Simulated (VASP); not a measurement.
## SiC: single point with r2SCAN

SiC:

```xyz
4
Lattice="3.1367 0.0000 0.0000 -1.5683 2.7164 0.0000 0.0000 0.0000 4.9414" Properties=species:S:1:pos:R:3 pbc="T T T"
Si    0.0000    1.8110    0.0000
Si    1.5683    0.9055    2.4707
C     0.0000    1.8110    2.4707
C     1.5683    0.9055    4.9414
```

* Program: VASP 6.6.1
* Task: single point
* Functional: r2SCAN
* Potentials or basis: VASP PAW PBE potentials, release 64 (Si, C)
* Cutoff: 520 eV
* k mesh: 18 × 18 × 10
* Occupations: gaussian, width 0.01 eV
* Spin: no spin polarisation

The pressure is -0.3 GPa and the band gap on the k mesh is 0.14 eV (least direct gap 1.91 eV).

Stress tensor (GPa, compression positive):
```
-0.43  0.00  0.00
 0.00 -0.43  0.00
 0.00  0.00  0.06
```

Levels at points of the mesh, in eV from the valence-band top:
| k point | band 6 | band 7 | band 8 | band 9 | band 10 | band 11 |
| --- | --- | --- | --- | --- | --- | --- |
| (0.00, 0.00, 0.00) | -3.39 | -3.39 | 0.00 | 1.91 | 3.97 | 4.27 |
| (0.50, 0.00, 0.00) | -6.58 | -4.57 | -4.33 | 0.14 | 3.38 | 4.30 |
| (0.00, 0.00, 0.50) | -4.09 | -4.09 | -4.09 | 3.28 | 3.28 | 4.87 |
| (0.50, 0.00, 0.50) | -5.72 | -3.24 | -3.24 | 1.57 | 1.57 | 2.00 |

Run time: 4.3 min on 1 thread of Intel(R) Xeon(R) Platinum 8559C (Emerald Rapids), on a shared host, peak memory 0.25 GiB.

Caveat: semilocal functionals underestimate gaps, and a narrow one can read as zero; the PAW data sets were made with another functional, which shifts forces and pressure a little. A k mesh can miss the band edges.
